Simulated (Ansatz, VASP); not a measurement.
W in VASP and in Ansatz

```
W
1.0
    -1.59293    1.59293    1.59293
     1.59293   -1.59293    1.59293
     1.59293    1.59293   -1.59293
W
1
Direct
  0.00000 0.00000 0.00000
```

Alike in both runs: functional PBE; k mesh 8 × 8 × 8; occupations gaussian, width 0.1 eV; no spin polarisation.

Ansatz relaxed the structure, and its values are those at the end. VASP's run is a single point on that final structure, the one shown.

|  | VASP | Ansatz |
| --- | --- | --- |
| version | VASP 6.6.1 | Ansatz 0.2.0 |
| potentials or method | VASP PAW PBE potentials, release 64 (W_sv), cutoff 500 eV | scalar-relativistic, plane waves, PAW |
| valence electrons in the cell | 14 | 14 |

|  | VASP | Ansatz | Ansatz less VASP |
| --- | --- | --- | --- |
| gap on the k mesh at the Fermi level (eV) | none | none | - |
| pressure (GPa) | 0.2 | -0.3 | -0.47 |

A gap of «none» marks a metal or a gap that the smearing closes. The functional is the same, so the differences come from potentials, cutoffs and numerics.

Spin-orbit coupling is off throughout.
